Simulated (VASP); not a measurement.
Wanted: the native input for a VASP 6.6.1 run.

```yaml
Task: single point
Functional: LDA
Potentials_or_basis: VASP PAW LDA potentials, release 64 (Y_sv)
Cutoff: 520 eV
k_mesh: 7 × 7 × 4
Occupations: methfessel-paxton, width 0.1 eV
Spin: no spin polarisation
Dipole_correction: no
Further_INCAR_settings: ALGO = Normal; EDIFF = 1e-06; NBANDS = 18
```

The structure of Y lies in POSCAR:

```
Y
1.0
    3.5558002501      0.0000000000      0.0000000000
   -1.7779001251      3.0794133474      0.0000000000
    0.0000000000      0.0000000000      5.4999784070
Y
2
Direct
    0.3333333333      0.6666666667      0.2500000000
    0.6666666667      0.3333333333      0.7500000000
```

One way to write it, as run:

INCAR

```
ALGO = Normal ; EDIFF = 1E-6
ENCUT = 520 ; GGA = CA
ISIF = 2 ; ISMEAR = 1
LASPH = T ; LCHARG = T
LELF = T ; LREAL = F
LVHAR = T ; LWAVE = F
NBANDS = 18 ; NELM = 80
PREC = Accurate ; SIGMA = 0.1
```

KPOINTS

```
k-points
0
Gamma
  7 7 4
```

Potentials or basis: VASP PAW LDA potentials, release 64 (Y_sv).

Command:

```sh
$ cat potpaw_LDA.64/Y_sv/POTCAR > POTCAR
$ mpirun -np 1 vasp_std > vasp.out
```

It gave:

```yaml
Pressure: -0.1 GPa
Band_gap_on_the_k_mesh: zero (band 11 reaches 4.63 eV, above the bottom of band 12 at 2.79 eV)
```

Run time: 24 s on 1 thread of Intel Xeon 6975P-C, with other jobs on the host, peak memory 0.17 GiB.
